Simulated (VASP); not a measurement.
A run of VASP 6.6.1 is set up as follows.

The input INCAR:

```
SYSTEM = KZnF3
ALGO = Normal
EDIFF = 1E-7
ENCUT = 520
GGA = PS
ISIF = 2
ISMEAR = -1
LASPH = .TRUE.
LCHARG = .FALSE.
LREAL = .FALSE.
LWAVE = .FALSE.
NBANDS = 29
NELM = 60
PREC = Accurate
SIGMA = 0.05
```

KPOINTS

```
k-points
0
G
  7 7 7
  0 0 0
```

File POSCAR:

```
KZnF3
1.0
    4.0768219737      0.0000000000      0.0000000000
    0.0000000000      4.0768219737      0.0000000000
    0.0000000000      0.0000000000      4.0768219737
Zn K F
1 1 3
Direct
    0.5000000000      0.5000000000      0.5000000000
    0.0000000000      0.0000000000      0.0000000000
    0.5000000000      0.0000000000      0.5000000000
    0.0000000000      0.5000000000      0.5000000000
    0.5000000000      0.5000000000      0.0000000000
```

Potentials or basis: VASP PAW PBE potentials, release 64 (Zn, K_sv, F).

Command:

```console
$ cat potpaw_PBE.64/Zn/POTCAR potpaw_PBE.64/K_sv/POTCAR potpaw_PBE.64/F/POTCAR > POTCAR
$ mpirun -np 1 vasp_std > vasp.out
```

Q: Estimate the pressure.

A: -1.1 GPa.

Q: Predict the band gap on the k mesh.

A: 3.70 eV, indirect (least direct gap 5.33 eV).

Caveat: the PAW data sets were made with another functional, which shifts forces and pressure a little. PBEsol gaps usually lie below the measured ones, often by a third to a half.
